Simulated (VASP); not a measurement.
Wanted: the native input for a VASP 6.6.1 run.

* Task: single point
* Functional: revPBE
* Dispersion: D3(BJ)
* Potentials or basis: VASP PAW PBE potentials, release 64 (Co, O)
* Cutoff: 520 eV
* k mesh: 10 × 10 × 10
* Occupations: gaussian, width 0.05 eV
* Spin: collinear spin, ferromagnetic start
* Starting moments: [2.87, 0.25] μB
* Hubbard terms: Co d U = 3.3 eV
* Dipole correction: no
* Further INCAR settings: ALGO = Normal; EDIFF = 1e-06; NBANDS = 18

The structure of CoO lies in POSCAR:

```
CoO
1.0
   -1.5157058974      1.5159105130      2.1424411874
    1.4858557373     -1.5159105130      2.1211045484
    1.5157058974      1.5159105130     -2.1424411874
Co O
1 1
Direct
    0.0000000000      0.0000000000      0.0000000000
    0.5000000000      0.5000000000      0.0000000000
```

The input as run:

INCAR

```
ALGO = Normal
EDIFF = 1E-6
ENCUT = 520
GGA = RE
ISIF = 2
ISMEAR = 0
ISPIN = 2
IVDW = 12
LASPH = T
LCHARG = F
LDAU = T
LDAUJ = 0 0
LDAUL = 2 -1
LDAUPRINT = 1
LDAUTYPE = 2
LDAUU = 3.3 0
LMAXMIX = 4
LORBIT = 11
LREAL = F
LWAVE = F
MAGMOM = 2.87 0.25
NBANDS = 18
NELM = 150
PREC = Accurate
SIGMA = 0.05
```

KPOINTS

```
k-points
0
Gamma
  10 10 10
```

Potentials or basis: VASP PAW PBE potentials, release 64 (Co, O).

Run with:

```sh
$ cat potpaw_PBE.64/Co/POTCAR potpaw_PBE.64/O/POTCAR > POTCAR
$ mpirun -np 1 vasp_std > vasp.out
```

Results of the run:

```yaml
Pressure: -4.6 GPa
Band_gap_on_the_k_mesh: zero (filled and empty bands overlap)
Net_moment: 3.00 μB per cell
Site_moments: Co +2.73; O +0.25 μB
Valence_electrons_inside_the_program's_atomic_spheres: Co 7.79; O 5.01
Dispersion_energy_per_atom: -0.504 eV
```

Caveat: the cell stands under tension; the PAW data sets were made with another functional, which shifts forces and pressure a little; a cell with one magnetic atom can't hold antiferromagnetic order, which such compounds often take.

Run time: 9.7 min on 1 thread of Intel Xeon 8259CL (shared host), peak memory 0.29 GiB.
